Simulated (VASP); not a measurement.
Wanted: the native input for a VASP 6.6.1 run.

```yaml
Task: single point
Functional: r2SCAN
Potentials_or_basis: VASP PAW PBE potentials, release 64 (P)
Cutoff: 520 eV
k_mesh: 9 × 9 × 7
Occupations: fermi-dirac, width 0.05 eV
Spin: no spin polarisation
Dipole_correction: no
Further_INCAR_settings: ALGO = Normal; EDIFF = 1e-07; NBANDS = 18
```

Crystal: P.

```
P
1.0
     1.65383   -5.49841    0.00000
     1.65383    5.49841    0.00000
     0.00000    0.00000    4.54689
P
4
Direct
  0.09551 0.90449 0.91181
  0.59551 0.40449 0.58819
  0.90449 0.09551 0.08819
  0.40449 0.59551 0.41181
```

One way to write it, as run:

POSCAR

```
P
1.0
    1.6538346590     -5.4984059606      0.0000000000
    1.6538346590      5.4984059606      0.0000000000
    0.0000000000      0.0000000000      4.5468944061
P
4
Direct
    0.0955109276      0.9044890724      0.9118095445
    0.5955109276      0.4044890724      0.5881904555
    0.9044890724      0.0955109276      0.0881904555
    0.4044890724      0.5955109276      0.4118095445
```

INCAR.step1

```
PREC = Accurate
ENCUT = 520
ISMEAR = -1
SIGMA = 0.05
LREAL = F
LASPH = T
NELM = 60
NBANDS = 18
GGA = PE
ALGO = Normal
EDIFF = 1E-4
LWAVE = T
LCHARG = F
```

INCAR.step2

```
PREC = Accurate
ENCUT = 520
EDIFF = 1E-7
ISMEAR = -1
SIGMA = 0.05
LREAL = F
LASPH = T
NELM = 60
ALGO = Normal
ISIF = 2
LWAVE = F
LCHARG = F
METAGGA = R2SCAN
LMIXTAU = T
NBANDS = 18
ISTART = 1
```

KPOINTS

```
Automatic mesh
0
Gamma
  9 9 7
```

Potentials or basis: VASP PAW PBE potentials, release 64 (P).

Launch:

```console
$ cat potpaw_PBE.64/P/POTCAR > POTCAR
$ cp INCAR.step1 INCAR
$ mpirun -np 1 vasp_std > vasp.out
$ cp INCAR.step2 INCAR
$ mpirun -np 1 vasp_std > vasp.out
```

It gave:

```yaml
Pressure: -0.7 GPa
Largest_force: 0.100 eV/Å
Band_gap_on_the_k_mesh: 0.40 eV
```

Caveat: the PAW data sets were made with another functional, which shifts forces and pressure a little.

It took 18 min on 1 thread of AMD EPYC 9755 128-Core Processor (shared host), peak memory 0.31 GiB.
